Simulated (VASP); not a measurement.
A run of VASP 6.6.1:

The input INCAR:

```
SYSTEM = Ti
PREC = Accurate
ENCUT = 520
EDIFF = 1E-6
ISMEAR = 0
SIGMA = 0.15
LREAL = .FALSE.
LASPH = .TRUE.
NELM = 80
ALGO = Fast
ISIF = 2
LWAVE = .FALSE.
LCHARG = .FALSE.
GGA = PS
NBANDS = 25
```

The input KPOINTS:

```
Automatic mesh
0
G
  12 12 14
  0 0 0
```

File POSCAR:

```
Ti
1.0
    4.5149169756      0.0000000000      0.0000000000
   -2.2574584878      3.9100327969      0.0000000000
    0.0000000000      0.0000000000      2.9326000000
Ti
3
Direct
    0.0000000000      0.0000000000      0.0000000000
    0.3333333333      0.6666666667      0.5000000000
    0.6666666667      0.3333333333      0.5000000000
```

Potentials or basis: VASP PAW PBE potentials, release 64 (Ti_sv).

The run is started by

```bash
$ cat potpaw_PBE.64/Ti_sv/POTCAR > POTCAR
$ mpirun -np 1 vasp_std > vasp.out
```

Hardware: 1 thread of Intel(R) Xeon(R) Platinum 8488C (Sapphire Rapids), with other jobs on the host.

How long does it take, and how much memory?

It took 7.3 min on 1 thread of Intel(R) Xeon(R) Platinum 8488C (Sapphire Rapids), on a shared host, peak memory 0.28 GiB. Counts: scf iterations 46, k points 152.
